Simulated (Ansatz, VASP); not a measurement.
## One calculation of Al2GaAs3, two programs

```
CELL_PARAMETERS angstrom
4.05395 0.00000 0.00000
-2.02698 3.51083 0.00000
0.00000 0.00000 9.93483
ATOMIC_POSITIONS crystal
Al 0.00000 0.00000 0.00036
Al 0.66667 0.33333 0.33339
Ga 0.33333 0.66667 0.66625
As 0.00000 0.00000 0.75082
As 0.33333 0.66667 0.41582
As 0.66667 0.33333 0.08336
```

Alike in both runs: task single point; functional PBE; k mesh 6 × 6 × 2; occupations gaussian, width 0.1 eV; no spin polarisation.

|  | VASP | Ansatz |
| --- | --- | --- |
| version | VASP 6.6.1 | Ansatz 0.2.0 |
| potentials or method | VASP PAW PBE potentials, release 64 (Al, Ga_d, As), cutoff 520 eV | scalar-relativistic, plane waves, PAW |
| valence electrons in the cell | 34 | 64 |

|  | VASP | Ansatz | Ansatz less VASP |
| --- | --- | --- | --- |
| gap on the k mesh at the Fermi level (eV) | 0.95 | 0.95 | -0.001 |
| least direct gap on the mesh (eV) | 0.95 | 0.95 | -0.001 |
| pressure (GPa) | 0.1 | 0.0 | -0.16 |
| traceless stress, the component that is largest in VASP (GPa) | -0.14 | -0.14 | +0.003 |
| rms of the force components (eV/Å) | 0.004 | 0.004 | -0.0004 |

Atom by atom the forces differ by 0.001 eV/Å (rms over components). VASP's potentials hold 34 valence electrons a cell and Ansatz's 64, so a difference there can come from the potentials and not from the codes.
